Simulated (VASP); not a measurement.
# Ti3Al (P-6m2) in VASP: a series of runs

The runs below take Ti3Al through single point, with PBEsol.

Program: VASP 6.6.1. These are calculated values, not measurements. Logs are shortened: lines on timing, memory, paths and dates and some standing lists are left out, and cuts for length are marked.

**1. The cell of the first run**

The structure is hexagonal, space group P-6m2 (No. 187). The conventional cell has a = 2.870 Å, b = 2.870 Å, c = 9.300 Å, α = 90.00°, β = 90.00°, γ = 120.00°. Within 3.8 Å of Ti (site symmetry -6m2) lie 12 Ti at 2.87 to 2.97 Å. Within 3.6 Å of Ti (site symmetry 3m) lie 3 Al at 2.74 Å and 9 Ti at 2.87 to 2.97 Å. Within 3.6 Å of Al (site symmetry -6m2) lie 6 Ti at 2.74 Å and 6 Al at 2.87 Å.

**2. Single point, PBEsol**

Input file INCAR:

```
PREC = Accurate
ENCUT = 520
EDIFF = 1E-6
ISMEAR = 0
SIGMA = 0.15
LREAL = F
LASPH = T
NELM = 100
ALGO = Fast
ISIF = 2
LWAVE = F
LCHARG = F
GGA = PS
NBANDS = 28
```

Input file KPOINTS:

```
regular mesh
0
Gamma
  15 15 6
```

Input file POSCAR:

```
Ti3Al
1.0
    2.8701969374      0.0000000000      0.0000000000
   -1.4350984687      2.4856634617      0.0000000000
    0.0000000000      0.0000000000      9.3000121166
Ti Al
3 1
Direct
    0.6666666667      0.3333333333      0.0000000000
    0.3333333333      0.6666666667      0.7347588385
    0.3333333333      0.6666666667      0.2652411615
    0.6666666667      0.3333333333      0.5000000000
```

Potentials or basis: VASP PAW PBE potentials, release 64 (Ti_sv, Al).

Launch:

```bash
cat potpaw_PBE.64/Ti_sv/POTCAR potpaw_PBE.64/Al/POTCAR > POTCAR
mpirun -np 1 vasp_std > vasp.out
```

OUTCAR:

```text
PREC = Accurate
   ENCUT = 520
   EDIFF = 1E-6
   ISMEAR = 0
   LREAL = F
   LASPH = T
   NELM = 100
   ISIF = 2
   GGA = PS

 ion  position               nearest neighbor table
   1  0.667  0.333  0.000-
   2  0.333  0.667  0.735-   4 2.74   4 2.74   4 2.74
   3  0.333  0.667  0.265-   4 2.74   4 2.74   4 2.74
   4  0.667  0.333  0.500-   2 2.74   3 2.74   2 2.74   3 2.74   2 2.74   3 2.74

  LATTYP: Found a hexagonal cell.
 ALAT       =     2.8701969374
 C/A-ratio  =     3.2402000000

  Lattice vectors:

 A1 = (   2.8701969374,   0.0000000000,   0.0000000000)
 A2 = (  -1.4350984687,   2.4856634617,   0.0000000000)
 A3 = (   0.0000000000,   0.0000000000,   9.3000121166)

Analysis of symmetry for initial positions (statically):
=====================================================================
 Subroutine PRICEL returns:
 Original cell was already a primitive cell.

 Routine SETGRP: Setting up the symmetry group for a
 hexagonal supercell.

 Subroutine GETGRP returns: Found 12 space group operations
 (whereof 12 operations were pure point group operations)
 out of a pool of 24 trial point group operations.

The static configuration has the point symmetry D_3h.

Analysis of symmetry for dynamics (positions and initial velocities):
=====================================================================
 Subroutine PRICEL returns:
 Original cell was already a primitive cell.

 Routine SETGRP: Setting up the symmetry group for a
 hexagonal supercell.

 Subroutine GETGRP returns: Found 12 space group operations
 (whereof 12 operations were pure point group operations)
 out of a pool of 24 trial point group operations.

The dynamic configuration has the point symmetry D_3h.

 Subroutine INISYM returns: Found 12 space group operations
 (whereof 12 operations are pure point group operations),
 and found     1 'primitive' translations

----------------------------------------------------------------------------------------

                                     Primitive cell

  volume of cell :      66.3495

  direct lattice vectors                    reciprocal lattice vectors
     2.870196937  0.000000000  0.000000000     0.348408148  0.201153538  0.000000000
    -1.435098469  2.485663462  0.000000000     0.000000000  0.402307076  0.000000000
     0.000000000  0.000000000  9.300012117     0.000000000  0.000000000  0.107526742

  length of vectors
     2.870196937  2.870196937  9.300012117     0.402307076  0.402307076  0.107526742

  position of ions in fractional coordinates (direct lattice)
     0.666666667  0.333333333  0.000000000
     0.333333333  0.666666667  0.734758838
     0.333333333  0.666666667  0.265241162
     0.666666667  0.333333333  0.500000000

  ion indices of the primitive-cell ions
   primitive index   ion index
                 1           1
                 2           2
                 3           3
                 4           4

----------------------------------------------------------------------------------------

 KPOINTS: regular mesh

Automatic generation of k-mesh.
 Grid dimensions read from file:
 generate k-points for:   15   15    6

 Generating k-lattice:

  Cartesian coordinates                     Fractional coordinates (reciprocal lattice)
     0.023227210  0.013410236  0.000000000     0.066666667  0.000000000  0.000000000
     0.000000000  0.026820472  0.000000000     0.000000000  0.066666667  0.000000000
     0.000000000  0.000000000  0.017921124     0.000000000  0.000000000  0.166666667

  Length of vectors
     0.026820472  0.026820472  0.017921124

  Shift w.r.t. Gamma in fractional coordinates (k-lattice)
     0.000000000  0.000000000  0.000000000

 Subroutine IBZKPT returns following result:
 ===========================================

 Found    108 irreducible k-points:

 Following reciprocal coordinates:
            Coordinates               Weight
  0.000000  0.000000  0.000000      1.000000
  0.066667  0.000000  0.000000      6.000000
  0.133333  0.000000  0.000000      6.000000
  0.200000  0.000000  0.000000      6.000000
  0.266667  0.000000  0.000000      6.000000
  0.333333  0.000000  0.000000      6.000000
[... 16 lines left out ...]
  0.333333  0.200000  0.000000     12.000000
  0.400000  0.200000  0.000000      6.000000
 [... further k-points ...]
   k-points           NKPTS =    108   k-points in BZ     NKDIM =    108   number of bands    NBANDS=     28
   number of dos      NEDOS =    301   number of ions     NIONS =      4
   total plane-waves  NPLWV =  40320
   dimension x,y,z NGX =    24 NGY =   24 NGZ =   70
   dimension x,y,z NGXF=    48 NGYF=   48 NGZF=  140
   ions per type =               3   1
   NGX,Y,Z   is equivalent  to a cutoff of  13.90, 13.90, 12.51 a.u.
   NGXF,Y,Z  is equivalent  to a cutoff of  27.80, 27.80, 25.03 a.u.
 SYSTEM =  unknown system
   PREC   = accura    normal or accurate (medium, high low for compatibility)
   ISTART =      0    job   : 0-new  1-cont  2-samecut
[... 21 lines left out ...]
     AMIX_MAG =   1.60;   BMIX_MAG =  1.00
  volume/ion in A,a.u.               =      16.59       111.94
  Fermi-wavevector in a.u.,A,eV,Ry     =   1.371357  2.591489 25.587388  1.880620
  Thomas-Fermi vector in A             =   2.497061
   LORBIT       =      0    0 simple, 1 ext, 2 COOP (PROOUT), +10 PAW based schemes
   GGA     = PS    functional components
   LHFCALC =     F    Hartree Fock is set to
   AEXX    =    0.0000 exact exchange contribution
   IVDW    =     0    specifies the selected vdW correction
   LEPSILON=     F    determine dielectric tensor
   LRPA    =     F    only Hartree local field effects (RPA)
 non-spin polarized calculation
 RMM-DIIS sequential band-by-band and
 Gauss-broadening in eV      SIGMA  =   0.15
  energy-cutoff  :      520.00
  volume of cell :       66.35
 maximum number of plane-waves:      1811
 NGX is ok and might be reduce to    24

 number of electron      39.0000000 magnetization

 Free energy of the ion-electron system (eV)
  ---------------------------------------------------
  ext. energy  EPLUGINS =         0.00000000
  ---------------------------------------------------
  free energy    TOTEN  =       -29.47320438 eV

  energy without entropy =      -29.41837289  energy(sigma->0) =      -29.44578864

 E-fermi :   8.1640     XC(G=0): -11.4544

 val. band max:        8.1603431214   @ k =   0.1333   0.0667   0.0000
 cond. band min:       8.1668485394   @ k =   0.0000   0.0000   0.0000
 fundamental gap:      0.0065054179
 Fermi energy:         8.1639586402

 k-point     1 :       0.0000    0.0000    0.0000
  band No.  band energies     occupation
      1     -48.3143      2.00000
      2     -48.1554      2.00000
      3     -48.1483      2.00000
      4     -24.8412      2.00000
      5     -24.5685      2.00000
      6     -24.4138      2.00000
[... 20 lines left out ...]
     27      10.5185      0.00000
     28      10.9249      0.00000

 k-point     2 :       0.0667    0.0000    0.0000
  band No.  band energies     occupation
      1     -48.3100      2.00000
      2     -48.1513      2.00000
      3     -48.1444      2.00000
      4     -24.8341      2.00000
      5     -24.5666      2.00000
      6     -24.4146      2.00000
[... 20 lines left out ...]
     27      10.4656      0.00000
     28      10.8737      0.00000

 k-point     3 :       0.1333    0.0000    0.0000
  band No.  band energies     occupation
      1     -48.2977      2.00000
      2     -48.1397      2.00000
      3     -48.1335      2.00000
      4     -24.8138      2.00000
      5     -24.5652      2.00000
      6     -24.4183      2.00000
[... 20 lines left out ...]
     27      10.3418      0.00000
     28      10.7418      0.00000

 k-point     4 :       0.2000    0.0000    0.0000
  band No.  band energies     occupation
      1     -48.2796      2.00000
      2     -48.1224      2.00000
      3     -48.1175      2.00000
      4     -24.7842      2.00000
      5     -24.5881      2.00000
      6     -24.4579      2.00000
[... 578 lines left out ...]
     27      10.8981      0.00000
     28      11.4370      0.00000

 k-point    23 :       0.3333    0.2000    0.0000
  band No.  band energies     occupation
      1     -48.2086      2.00000
      2     -48.0553      2.00000
      3     -48.0548      2.00000
      4     -24.8279      2.00000
      5     -24.7365      2.00000
      6     -24.6661      2.00000
[... 20 lines left out ...]
     27      11.0931      0.00000
     28      11.4559      0.00000

 k-point    24 :       0.4000    0.2000    0.0000
  band No.  band energies     occupation
      1     -48.2051      2.00000
      2     -48.0519      2.00000
      3     -48.0517      2.00000
      4     -24.8393      2.00000
      5     -24.7415      2.00000
      6     -24.6750      2.00000
[... 20 lines left out ...]
     27      11.1996      0.00000
     28      11.5211      0.00000

 [... further k-points ...]

------------------------ aborting loop because EDIFF is reached ----------------------------------------

  FORCE on cell =-STRESS in cart. coord.  units (eV):
  Direction    XX          YY          ZZ          XY          YZ          ZX
  --------------------------------------------------------------------------------------
  -------------------------------------------------------------------------------------
  Total        0.0036235      0.0036235      0.2326180      0.0000000      0.0000000      0.0000000
  in kB        0.0874982      0.0874982      5.6171535      0.0000000      0.0000000      0.0000000
  external PRESSURE =       1.9307166 kB  Pullay stress =       0.0000000 kB

 VOLUME and BASIS-vectors are now :
 -----------------------------------------------------------------------------
  energy-cutoff  :      520.00
  volume of cell :       66.35
      direct lattice vectors                 reciprocal lattice vectors
     2.870196937  0.000000000  0.000000000     0.348408148  0.201153538  0.000000000
    -1.435098469  2.485663462  0.000000000     0.000000000  0.402307076  0.000000000
     0.000000000  0.000000000  9.300012117     0.000000000  0.000000000  0.107526742

 POSITION                                       TOTAL-FORCE (eV/Angst)
 -----------------------------------------------------------------------------------
      1.43510      0.82855      0.00000        -0.000000      0.000000      0.000000
     -0.00000      1.65711      6.83327        -0.000000     -0.000000      1.045326
     -0.00000      1.65711      2.46675        -0.000000     -0.000000     -1.045326
      1.43510      0.82855      4.65001         0.000000     -0.000000      0.000000
 -----------------------------------------------------------------------------------
    total drift:                                0.000000     -0.000000      0.000000

  FREE ENERGIE OF THE ION-ELECTRON SYSTEM (eV)
  ---------------------------------------------------
  free  energy   TOTEN  =       -29.4732043814 eV

  energy  without entropy=      -29.4183728946  energy(sigma->0) =      -29.44578864
```

It took 5.3 min on 1 thread of Intel Xeon 6975P-C (Granite Rapids), shared host; peak memory 0.3 GiB.

What came out:

* Free energy: -29.4732 eV
* Pressure: 0.2 GPa
* Largest force: 1.045 eV/Å
* Band gap on the k mesh: zero (an odd number of electrons rules out a gap without spin polarisation)

Forces on the atoms (eV/Å):
```
Ti   0.000  0.000  0.000
Ti   0.000  0.000  1.045
Ti   0.000  0.000 -1.045
Al   0.000  0.000  0.000
```

Stress tensor (GPa, compression positive):
```
0.01 0.00 0.00
0.00 0.01 0.00
0.00 0.00 0.56
```

Levels at points of the mesh, in eV from the Fermi level:
| k point | band 16 | band 17 | band 18 | band 19 | band 20 | band 21 | band 22 | band 23 | band 24 | band 25 |
| --- | --- | --- | --- | --- | --- | --- | --- | --- | --- | --- |
| (0.00, 0.00, 0.00) | -2.45 | -0.54 | 0.00 | 0.25 | 0.99 | 0.99 | 1.12 | 1.12 | 1.28 | 1.28 |
| (0.00, 0.00, 0.50) | -3.17 | -0.72 | -0.03 | 0.33 | 0.99 | 0.99 | 1.11 | 1.11 | 1.29 | 1.29 |

Caveat: the PAW data sets were made with another functional, which shifts forces and pressure a little.

**3. Single point, PBEsol**

Input file INCAR:

```
  ALGO = Fast
  EDIFF = 1E-6
  ENCUT = 520
  GGA = PS
  ISIF = 2
  ISMEAR = 0
  LASPH = True
  LCHARG = False
  LREAL = False
  LWAVE = False
  NBANDS = 28
  NELM = 60
  PREC = Accurate
  SIGMA = 0.15
```

Input file KPOINTS:

```
k-points
0
Gamma
  15 15 6
```

Input file POSCAR:

```
Ti3Al
1.0
    2.8701969374      0.0000000000      0.0000000000
   -1.4350984687      2.4856634617      0.0000000000
    0.0000000000      0.0000000000      9.3000121166
Ti Al
3 1
Direct
    0.6666666667      0.3333333333      0.0000000000
    0.3333333333      0.6666666667      0.7566446634
    0.3333333333      0.6666666667      0.2433553366
    0.6666666667      0.3333333333      0.5000000000
```

Potentials or basis: VASP PAW PBE potentials, release 64 (Ti_sv, Al).

Launch:

```bash
cat potpaw_PBE.64/Ti_sv/POTCAR potpaw_PBE.64/Al/POTCAR > POTCAR
mpirun -np 1 vasp_std > vasp.out
```

Run time: 5.4 min. Hardware: 1 thread of Intel Xeon 6975P-C (Granite Rapids), shared host; peak memory 0.31 GiB.

Results (log left out):

- Free energy: -29.6027 eV
- Pressure: 0.0 GPa
- Largest force: 0.434 eV/Å
- Band gap on the k mesh: zero (an odd number of electrons rules out a gap without spin polarisation)

Forces on the atoms (eV/Å):
```
Ti   0.000  0.000  0.000
Ti   0.000  0.000 -0.434
Ti   0.000  0.000  0.434
Al   0.000  0.000  0.000
```

Stress tensor (GPa, compression positive):
```
 1.60  0.00  0.00
 0.00  1.60  0.00
 0.00  0.00 -3.14
```

Levels at points of the mesh, in eV from the Fermi level:
| k point | band 16 | band 17 | band 18 | band 19 | band 20 | band 21 | band 22 | band 23 | band 24 | band 25 |
| --- | --- | --- | --- | --- | --- | --- | --- | --- | --- | --- |
| (0.00, 0.00, 0.00) | -2.63 | -1.09 | 0.53 | 0.76 | 0.86 | 0.86 | 0.94 | 0.94 | 1.27 | 1.27 |
| (0.00, 0.00, 0.50) | -3.31 | -1.33 | 0.47 | 0.78 | 0.86 | 0.86 | 0.93 | 0.93 | 1.28 | 1.28 |

Caveat: the PAW data sets were made with another functional, which shifts forces and pressure a little.

**4. Single point, PBEsol**

This run uses another cell than the first one, of the same volume but with other edges.

Input file INCAR:

```
PREC     = Accurate       # precision mode
ENCUT    = 520            # plane-wave cutoff, eV
EDIFF    = 1E-6           # SCF threshold, eV
ISMEAR   = 0              # smearing method
SIGMA    = 0.15           # smearing width, eV
LREAL    = False          # projectors in reciprocal space
LASPH    = True           # aspherical terms in the spheres
NELM     = 80             # most SCF steps
ALGO     = Fast           # electronic algorithm
ISIF     = 2              # what is computed and relaxed
LWAVE    = False          # write WAVECAR
LCHARG   = False          # write CHGCAR
GGA      = PS             # functional
NBANDS   = 28             # bands
```

Input file KPOINTS:

```
Automatic mesh
0
Gamma
  15 15 6
```

Input file POSCAR:

```
Ti3Al
1.0
    2.8221296140      0.0000000000      0.0000000000
   -1.4110648070      2.4440359385      0.0000000000
    0.0000000000      0.0000000000      9.6195110023
Ti Al
3 1
Direct
    0.6666666667      0.3333333333      0.0000000000
    0.3333333333      0.6666666667      0.7566446634
    0.3333333333      0.6666666667      0.2433553366
    0.6666666667      0.3333333333      0.5000000000
```

Launch:

```bash
cat potpaw_PBE.64/Ti_sv/POTCAR potpaw_PBE.64/Al/POTCAR > POTCAR
mpirun -np 1 vasp_std > vasp.out
```

It took 5.4 min on 1 thread of Intel Xeon 6975P-C (Granite Rapids), shared host; peak memory 0.31 GiB.

Results (log left out):

* Free energy: -29.4847 eV
* Pressure: 0.0 GPa
* Largest force: 0.510 eV/Å
* Band gap on the k mesh: zero (an odd number of electrons rules out a gap without spin polarisation)

Forces on the atoms (eV/Å):
```
Ti   0.000  0.000  0.000
Ti   0.000  0.000 -0.510
Ti   0.000  0.000  0.510
Al   0.000  0.000  0.000
```

Stress tensor (GPa, compression positive):
```
 3.88  0.00  0.00
 0.00  3.88  0.00
 0.00  0.00 -7.90
```

Levels at points of the mesh, in eV from the Fermi level:
| k point | band 16 | band 17 | band 18 | band 19 | band 20 | band 21 | band 22 | band 23 |
| --- | --- | --- | --- | --- | --- | --- | --- | --- |
| (0.00, 0.00, 0.00) | -2.73 | -1.44 | 0.21 | 0.45 | 0.96 | 0.96 | 1.04 | 1.04 |
| (0.00, 0.00, 0.50) | -3.53 | -1.57 | 0.18 | 0.46 | 0.96 | 0.96 | 1.03 | 1.03 |

Caveat: the PAW data sets were made with another functional, which shifts forces and pressure a little.

**5. Single point, PBEsol**

This run uses another cell than the first one, of the same volume but with other edges.

Input file INCAR:

```
PREC = Accurate
ENCUT = 520
EDIFF = 1E-6
ISMEAR = 0
SIGMA = 0.15
LREAL = F
LASPH = T
NELM = 100
ALGO = Fast
ISIF = 2
LWAVE = F
LCHARG = T
GGA = PS
LELF = T
LVHAR = T
NBANDS = 28
```

Input file KPOINTS:

```
regular mesh
0
Gamma
  15 15 6
```

Input file POSCAR:

```
Ti3Al
1.0
    2.9770768115      0.0000000000      0.0000000000
   -1.4885384057      2.5782241478      0.0000000000
    0.0000000000      0.0000000000      8.6442402299
Ti Al
3 1
Direct
    0.6666666667      0.3333333333      0.0000000000
    0.3333333333      0.6666666667      0.7457017510
    0.3333333333      0.6666666667      0.2542982490
    0.6666666667      0.3333333333      0.5000000000
```

Launch:

```bash
cat potpaw_PBE.64/Ti_sv/POTCAR potpaw_PBE.64/Al/POTCAR > POTCAR
mpirun -np 1 vasp_std > vasp.out
```

Wall time 4.9 min (1 thread of Intel Xeon 6975P-C (Granite Rapids), shared host); peak memory 0.3 GiB.

The run converged. Its results:

| Quantity | Value |
| --- | --- |
| Free energy | -29.4482 eV |
| Pressure | 0.9 GPa |
| Largest force | 0.590 eV/Å |
| Band gap on the k mesh | zero (an odd number of electrons rules out a gap without spin polarisation) |

Forces in eV/Å, atoms in the order of the input:
```
Ti   0.000  0.000  0.000
Ti   0.000  0.000  0.590
Ti   0.000  0.000 -0.590
Al   0.000  0.000  0.000
```

Stress tensor (GPa, compression positive):
```
-3.57  0.00  0.00
 0.00 -3.57  0.00
 0.00  0.00  9.95
```

Levels at points of the mesh, in eV from the Fermi level:
```tsv
k point	band 17	band 18	band 19	band 20	band 21	band 22	band 23	band 24
(0.00, 0.00, 0.00)	0.02	0.69	0.69	0.79	0.79	0.97	1.10	1.22
(0.00, 0.00, 0.50)	-0.39	0.71	0.71	0.77	0.77	0.84	1.18	1.25
```

Caveat: the PAW data sets were made with another functional, which shifts forces and pressure a little.

**6. Summary**

| cell | gap on the mesh (eV) | pressure (GPa) | largest force (eV/Å) |
| --- | --- | --- | --- |
| a = 2.870, b = 2.870, c = 9.300 Å, angles 90.0, 90.0, 120.0°, 4 atoms, atomic positions A | none | 0.2 | 1.05 |
| a = 2.870, b = 2.870, c = 9.300 Å, angles 90.0, 90.0, 120.0°, 4 atoms, atomic positions B | none | 0.0 | 0.43 |
| a = 2.822, b = 2.822, c = 9.620 Å, angles 90.0, 90.0, 120.0°, 4 atoms, atomic positions B | none | 0.0 | 0.51 |
| a = 2.977, b = 2.977, c = 8.644 Å, angles 90.0, 90.0, 120.0°, 4 atoms, atomic positions C | none | 0.9 | 0.59 |

Alike in all rows: task single point; level PBEsol; potentials or basis VASP PAW PBE potentials, release 64 (Ti_sv, Al); no spin polarisation; k mesh 15 × 15 × 6; cutoff (eV) 520; smearing gaussian 0.15 eV.

Caveats: the PAW data sets were made with another functional, which shifts forces and pressure a little.

Total energies depend on the potentials used, so only differences within one code and one set of settings carry meaning.
